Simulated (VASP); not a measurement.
# Ru (P6_3/mmc) in VASP: notebook

Ru is run at these levels: PBEsol; tasks: single point.

All numbers are computed with VASP 6.6.1; they aren't measurements. Logs are shortened: lines on timing, memory, paths and dates and some standing lists are left out, and cuts for length are marked.

## (1) The cell of the first run

Symmetry: P6_3/mmc, No. 194, hexagonal system. The conventional cell has a = 2.706 Å, b = 2.706 Å, c = 4.153 Å, α = 90.00°, β = 90.00°, γ = 120.00°. Ru (site symmetry -6m2) has 12 Ru at 2.60 to 2.71 Å within 3.4 Å.

## (2) Single point, PBEsol (strain +0.000 along x and y, -0.030 along z)

INCAR reads:

```
SYSTEM = Ru
PREC = Accurate
ENCUT = 520
EDIFF = 1E-7
ISMEAR = 0
SIGMA = 0.15
LREAL = .FALSE.
LASPH = .TRUE.
NELM = 100
ALGO = Fast
ISIF = 2
LWAVE = .FALSE.
LCHARG = .FALSE.
GGA = PS
NBANDS = 21
```

KPOINTS reads:

```
Automatic mesh
0
G
  21 21 12
  0 0 0
```

POSCAR reads:

```
Ru
1.0
    2.7057993342      0.0000000000      0.0000000000
   -1.3528996671      2.3432909610      0.0000000000
    0.0000000000      0.0000000000      4.1534430000
Ru
2
Direct
    0.3333333333      0.6666666667      0.2500000000
    0.6666666667      0.3333333333      0.7500000000
```

Potentials or basis: VASP PAW PBE potentials, release 64 (Ru_pv).

Run with:

```
$ cat potpaw_PBE.64/Ru_pv/POTCAR > POTCAR
$ mpirun -np 1 vasp_std > vasp.out
```

OUTCAR:

```text
SYSTEM = Ru
   PREC = Accurate
   ENCUT = 520
   EDIFF = 1E-7
   ISMEAR = 0
   LREAL = .FALSE.
   LASPH = .TRUE.
   NELM = 100
   ISIF = 2
   GGA = PS

 ion  position               nearest neighbor table
   1  0.333  0.667  0.250-   2 2.60   2 2.60   2 2.60   2 2.60   2 2.60   2 2.60
   2  0.667  0.333  0.750-   1 2.60   1 2.60   1 2.60   1 2.60   1 2.60   1 2.60

  LATTYP: Found a hexagonal cell.
 ALAT       =     2.7057993342
 C/A-ratio  =     1.5350151608

  Lattice vectors:

 A1 = (   2.7057993342,   0.0000000000,   0.0000000000)
 A2 = (  -1.3528996671,   2.3432909610,   0.0000000000)
 A3 = (   0.0000000000,   0.0000000000,   4.1534430000)

Analysis of symmetry for initial positions (statically):
=====================================================================
 Subroutine PRICEL returns:
 Original cell was already a primitive cell.

 Routine SETGRP: Setting up the symmetry group for a
 hexagonal supercell.

 Subroutine GETGRP returns: Found 24 space group operations
 (whereof 12 operations were pure point group operations)
 out of a pool of 24 trial point group operations.

The static configuration has the point symmetry D_3d.
 The point group associated with its full space group is D_6h.

Analysis of symmetry for dynamics (positions and initial velocities):
=====================================================================
 Subroutine PRICEL returns:
 Original cell was already a primitive cell.

 Routine SETGRP: Setting up the symmetry group for a
 hexagonal supercell.

 Subroutine GETGRP returns: Found 24 space group operations
 (whereof 12 operations were pure point group operations)
 out of a pool of 24 trial point group operations.

The dynamic configuration has the point symmetry D_3d.
 The point group associated with its full space group is D_6h.

 Subroutine INISYM returns: Found 24 space group operations
 (whereof 12 operations are pure point group operations),
 and found     1 'primitive' translations

----------------------------------------------------------------------------------------

                                     Primitive cell

  volume of cell :      26.3348

  direct lattice vectors                    reciprocal lattice vectors
     2.705799334  0.000000000  0.000000000     0.369576556  0.213375124  0.000000000
    -1.352899667  2.343290961  0.000000000     0.000000000  0.426750249  0.000000000
     0.000000000  0.000000000  4.153443000     0.000000000  0.000000000  0.240764108

  length of vectors
     2.705799334  2.705799334  4.153443000     0.426750249  0.426750249  0.240764108
[... 75 lines left out ...]
   ISPIN  =      1    spin polarized calculation?
   LNONCOLLINEAR =      F non collinear calculations
   LSORBIT =      F    spin-orbit coupling
   LASPH  =      T    aspherical Exc in radial PAW
   ENCUT  =  520.0 eV  38.22 Ry    6.18 a.u.   5.03  5.03  7.72*2*pi/ulx,y,z
   NELM   =    100;   NELMIN=  2; NELMDL= -5     # of ELM steps
   EDIFF  = 0.1E-06   stopping-criterion for ELM
   LREAL  =      F    real-space projection
   EDIFFG = 0.1E-05   stopping-criterion for IOM
   NSW    =      0    number of steps for IOM
   IBRION =     -1    ionic relax: 0-MD 1-quasi-New 2-CG
   NFREE  =      0    steps in history (QN), initial steepest desc. (CG)
   ISIF   =      2    stress and relaxation
   ISYM   =      2    0-nonsym 1-usesym 2-fastsym
   POTIM  = 0.5000    time-step for ionic-motion
   TEBEG  =    0.0;   TEEND  =   0.0 temperature during run
   PSTRESS=    0.0 pullay stress
   NELECT =      28.0000    total number of electrons
   NUPDOWN=      -1.0000    fix difference up-down
   EMIN   =  10.00;   EMAX   =-10.00  energy-range for DOS
   EFERMI =   0.00;   METHOD = LEGACY
   ISMEAR =     0;   SIGMA  =   0.15  broadening in eV -4-tet -1-fermi 0-gaus
   EFERMI_NEDOS =   21; number of points for ismear=-14 and -15
   IALGO  =     68    algorithm
   IMIX   =      4    mixing-type and parameters
     AMIX     =   0.40;   BMIX     =  1.00
     AMIX_MAG =   1.60;   BMIX_MAG =  1.00
  volume/ion in A,a.u.               =      13.17        88.86
  Fermi-wavevector in a.u.,A,eV,Ry     =   1.670901  3.157546 37.986262  2.791911
  Thomas-Fermi vector in A             =   2.756318
   LORBIT       =      0    0 simple, 1 ext, 2 COOP (PROOUT), +10 PAW based schemes
   GGA     = PS    functional components
   LHFCALC =     F    Hartree Fock is set to
   AEXX    =    0.0000 exact exchange contribution
   IVDW    =     0    specifies the selected vdW correction
   LEPSILON=     F    determine dielectric tensor
   LRPA    =     F    only Hartree local field effects (RPA)
 non-spin polarized calculation
 RMM-DIIS sequential band-by-band and
 Gauss-broadening in eV      SIGMA  =   0.15
  energy-cutoff  :      520.00
  volume of cell :       26.33
 maximum number of plane-waves:       726
 NGX is ok and might be reduce to    20
   NGX =  9   NGY =  9   NGZ = 15

 number of electron      28.0000001 magnetization

 Free energy of the ion-electron system (eV)
  ---------------------------------------------------
  ext. energy  EPLUGINS =         0.00000000
  ---------------------------------------------------
  free energy    TOTEN  =       -20.32417218 eV

  energy without entropy =      -20.30591013  energy(sigma->0) =      -20.31504115

 E-fermi :  13.2858     XC(G=0): -14.4687

 val. band max:       13.2796170597   @ k =   0.1429   0.1429   0.2500
 cond. band min:      13.2871292383   @ k =   0.0952   0.0952   0.3333
 fundamental gap:      0.0075121785
 Fermi energy:        13.2858340387

 k-point     1 :       0.0000    0.0000    0.0000
  band No.  band energies     occupation
      1     -30.5054      2.00000
      2     -29.4626      2.00000
      3     -29.4626      2.00000
      4     -29.2429      2.00000
      5     -29.2429      2.00000
      6     -29.1544      2.00000
[... 565 lines left out ...]
     20      23.5134      0.00000
     21      24.0167      0.00000

 [... further k-points ...]
[... 5 lines left out ...]
  --------------------------------------------------------------------------------------
  -------------------------------------------------------------------------------------
  Total        0.0231533      0.0231533      2.3511303      0.0000000      0.0000000      0.0000000
  in kB        1.4086160      1.4086160    143.0399068      0.0000000      0.0000000      0.0000000
  external PRESSURE =      48.6190462 kB  Pullay stress =       0.0000000 kB

 VOLUME and BASIS-vectors are now :
 -----------------------------------------------------------------------------
  energy-cutoff  :      520.00
  volume of cell :       26.33
      direct lattice vectors                 reciprocal lattice vectors
     2.705799334  0.000000000  0.000000000     0.369576556  0.213375124  0.000000000
    -1.352899667  2.343290961  0.000000000     0.000000000  0.426750249  0.000000000
     0.000000000  0.000000000  4.153443000     0.000000000  0.000000000  0.240764108

 POSITION                                       TOTAL-FORCE (eV/Angst)
 -----------------------------------------------------------------------------------
     -0.00000      1.56219      1.03836         0.000000     -0.000000      0.000000
      1.35290      0.78110      3.11508        -0.000000      0.000000      0.000000
 -----------------------------------------------------------------------------------
    total drift:                               -0.000000      0.000000     -0.000000

  FREE ENERGIE OF THE ION-ELECTRON SYSTEM (eV)
  ---------------------------------------------------
  free  energy   TOTEN  =       -20.3241721789 eV

  energy  without entropy=      -20.3059101301  energy(sigma->0) =      -20.31504115
```

Run time: 2.5 min. Hardware: 1 thread of Intel Xeon Platinum 8259CL at 2.50GHz (Skylake/Cascade Lake), shared host; peak memory 0.25 GiB.

What came out:

| Quantity | Value |
| --- | --- |
| Free energy | -20.3242 eV |
| Pressure | 4.9 GPa |
| Band gap on the k mesh | zero (bands 14 and 15 overlap by 3.30 eV) |

Caveat: the cell differs from its parent crystal (strain +0.000 along x and y, -0.030 along z); the stress differs along the axes, from 0 to 14 GPa; the PAW data sets were made with another functional, which shifts forces and pressure a little.

## (3) Single point, PBEsol (strain +0.000 along x and y, +0.030 along z)

INCAR reads:

```
SYSTEM = Ru
PREC     = Accurate       ! precision mode
ENCUT    = 520            ! plane-wave cutoff, eV
EDIFF    = 1E-6           ! SCF threshold, eV
ISMEAR   = 0              ! smearing method
SIGMA    = 0.15           ! smearing width, eV
LREAL    = .False.        ! projectors in reciprocal space
LASPH    = .True.         ! aspherical terms in the spheres
NELM     = 60             ! most SCF steps
ALGO     = Fast           ! electronic algorithm
ISIF     = 2              ! what is computed and relaxed
LWAVE    = .False.        ! write WAVECAR
LCHARG   = .False.        ! write CHGCAR
GGA      = PS             ! functional
NBANDS   = 21             ! bands
```

KPOINTS reads:

```
Automatic mesh
0
Gamma
  21 21 12
  0 0 0
```

POSCAR, as its differences from that of step 2:

```diff
@@ -4,3 +4,3 @@
    -1.3528996671      2.3432909610      0.0000000000
-    0.0000000000      0.0000000000      4.1534430000
+    0.0000000000      0.0000000000      4.4103570000
 Ru
```

Potentials or basis: VASP PAW PBE potentials, release 64 (Ru_pv).

Run with:

```
$ cat potpaw_PBE.64/Ru_pv/POTCAR > POTCAR
$ mpirun -np 1 vasp_std > vasp.out
```

OUTCAR:

```text
SYSTEM = Ru
   PREC = Accurate
   ENCUT = 520
   EDIFF = 1E-6
   ISMEAR = 0
   LREAL = .False.
   LASPH = .True.
   NELM = 60
   ISIF = 2
   GGA = PS

 ion  position               nearest neighbor table
   1  0.333  0.667  0.250-   2 2.70   2 2.70   2 2.70   2 2.70   2 2.70   2 2.70
   2  0.667  0.333  0.750-   1 2.70   1 2.70   1 2.70   1 2.70   1 2.70   1 2.70

  LATTYP: Found a hexagonal cell.
 ALAT       =     2.7057993342
 C/A-ratio  =     1.6299645522

  Lattice vectors:

 A1 = (   2.7057993342,   0.0000000000,   0.0000000000)
 A2 = (  -1.3528996671,   2.3432909610,   0.0000000000)
 A3 = (   0.0000000000,   0.0000000000,   4.4103570000)

Analysis of symmetry for initial positions (statically):
=====================================================================
 Subroutine PRICEL returns:
 Original cell was already a primitive cell.

 Routine SETGRP: Setting up the symmetry group for a
 hexagonal supercell.

 Subroutine GETGRP returns: Found 24 space group operations
 (whereof 12 operations were pure point group operations)
 out of a pool of 24 trial point group operations.

[... 157 lines left out ...]

 Free energy of the ion-electron system (eV)
  ---------------------------------------------------
  ext. energy  EPLUGINS =         0.00000000
  ---------------------------------------------------
  free energy    TOTEN  =       -20.25803300 eV

  energy without entropy =      -20.23832070  energy(sigma->0) =      -20.24817685

 E-fermi :  12.1755     XC(G=0): -14.1003

 val. band max:       12.1712136376   @ k =   0.2857  -0.0000   0.2500
 cond. band min:      12.1813174414   @ k =   0.1905   0.0952   0.0833
 fundamental gap:      0.0101038038
 Fermi energy:        12.1754920608

 k-point     1 :       0.0000    0.0000    0.0000
  band No.  band energies     occupation
      1     -31.2824      2.00000
      2     -30.4341      2.00000
      3     -30.4341      2.00000
      4     -30.3060      2.00000
      5     -30.3011      2.00000
      6     -30.3011      2.00000
[... 565 lines left out ...]
     20      22.4856      0.00000
     21      22.4936      0.00000

 [... further k-points ...]
[... 5 lines left out ...]
  --------------------------------------------------------------------------------------
  -------------------------------------------------------------------------------------
  Total       -1.8021288     -1.8021288     -4.2724477     -0.0000000      0.0000000     -0.0000000
  in kB     -103.2525669   -103.2525669   -244.7889382     -0.0000000      0.0000000     -0.0000000
  external PRESSURE =    -150.4313573 kB  Pullay stress =       0.0000000 kB

 VOLUME and BASIS-vectors are now :
 -----------------------------------------------------------------------------
  energy-cutoff  :      520.00
  volume of cell :       27.96
      direct lattice vectors                 reciprocal lattice vectors
     2.705799334  0.000000000  0.000000000     0.369576556  0.213375124  0.000000000
    -1.352899667  2.343290961  0.000000000     0.000000000  0.426750249  0.000000000
     0.000000000  0.000000000  4.410357000     0.000000000  0.000000000  0.226739015

 POSITION                                       TOTAL-FORCE (eV/Angst)
 -----------------------------------------------------------------------------------
     -0.00000      1.56219      1.10259        -0.000000      0.000000      0.000000
      1.35290      0.78110      3.30777         0.000000     -0.000000      0.000000
 -----------------------------------------------------------------------------------
    total drift:                               -0.000000      0.000000     -0.000000

  FREE ENERGIE OF THE ION-ELECTRON SYSTEM (eV)
  ---------------------------------------------------
  free  energy   TOTEN  =       -20.2580330042 eV

  energy  without entropy=      -20.2383206993  energy(sigma->0) =      -20.24817685
```

It took 2.3 min on 1 thread of Intel Xeon Platinum 8259CL at 2.50GHz (Skylake/Cascade Lake), shared host; peak memory 0.26 GiB.

Results:

```yaml
Free_energy: -20.2580 eV
Pressure: -15.0 GPa
Band_gap_on_the_k_mesh: zero (bands 14 and 15 overlap by 2.96 eV)
```

Caveat: the cell differs from its parent crystal (strain +0.000 along x and y, +0.030 along z); the stress differs along the axes, from -24 to -10 GPa; the PAW data sets were made with another functional, which shifts forces and pressure a little.

## (4) Single point, PBEsol (strain +0.030 along x and y, -0.030 along z)

INCAR reads:

```
SYSTEM = Ru
ALGO = Fast
EDIFF = 1E-6
ENCUT = 520
GGA = PS
ISIF = 2
ISMEAR = 0
LASPH = .True.
LCHARG = .False.
LREAL = .False.
LWAVE = .False.
NBANDS = 21
NELM = 80
PREC = Accurate
SIGMA = 0.15
```

KPOINTS reads:

```
k-points
0
Gamma
  21 21 12
  0 0 0
```

POSCAR reads:

```
Ru
1.0
    2.7869733142      0.0000000000      0.0000000000
   -1.3934866571      2.4135896898      0.0000000000
    0.0000000000      0.0000000000      4.1534430000
Ru
2
Direct
    0.3333333333      0.6666666667      0.2500000000
    0.6666666667      0.3333333333      0.7500000000
```

Run with:

```
$ cat potpaw_PBE.64/Ru_pv/POTCAR > POTCAR
$ mpirun -np 1 vasp_std > vasp.out
```

Run time: 2.3 min. Hardware: 1 thread of Intel Xeon Platinum 8259CL at 2.50GHz (Skylake/Cascade Lake), shared host; peak memory 0.27 GiB.

It converged, with:

| Item | Value |
| --- | --- |
| Free energy | -20.2176 eV |
| Pressure | -12.9 GPa |
| Band gap on the k mesh | zero (bands 14 and 15 overlap by 3.03 eV) |

Stress tensor (GPa, compression positive):
```
-20.26   0.00   0.00
  0.00 -20.26   0.00
  0.00   0.00   1.70
```

Levels at points of the mesh, in eV from the Fermi level:
| k point | band 12 | band 13 | band 14 | band 15 | band 16 | band 17 |
| --- | --- | --- | --- | --- | --- | --- |
| (0.00, 0.00, 0.00) | -1.79 | -1.79 | -1.79 | -1.79 | 1.13 | 1.13 |
| (0.00, 0.00, 0.50) | -2.91 | -2.35 | -2.35 | 0.58 | 0.58 | 0.58 |

Caveat: the cell differs from its parent crystal (strain +0.030 along x and y, -0.030 along z); the stress differs along the axes, from -20 to 2 GPa; the PAW data sets were made with another functional, which shifts forces and pressure a little.

## (5) Summary

| cell | further INCAR settings | gap on the mesh (eV) | pressure (GPa) |
| --- | --- | --- | --- |
| a = 2.706, b = 2.706, c = 4.153 Å, angles 90.0, 90.0, 120.0°, 2 atoms | ALGO = Fast; EDIFF = 1e-07; NBANDS = 21 | none | 4.9 |
| a = 2.706, b = 2.706, c = 4.410 Å, angles 90.0, 90.0, 120.0°, 2 atoms | ALGO = Fast; EDIFF = 1e-06; NBANDS = 21 | none | -15.0 |
| a = 2.787, b = 2.787, c = 4.153 Å, angles 90.0, 90.0, 120.0°, 2 atoms | ALGO = Fast; EDIFF = 1e-06; NBANDS = 21 | none | -12.9 |

Alike in all rows: task single point; level PBEsol; potentials or basis VASP PAW PBE potentials, release 64 (Ru_pv); no spin polarisation; k mesh 21 × 21 × 12; cutoff (eV) 520; smearing gaussian 0.15 eV.

Caveats: the PAW data sets were made with another functional, which shifts forces and pressure a little; the stress differs along the axes, from 0 to 14 GPa (at least some runs); the stress differs along the axes, from -24 to -10 GPa (at least some runs); the stress differs along the axes, from -20 to 2 GPa (at least some runs).

Absolute energies hang on the potentials; compare differences alone.
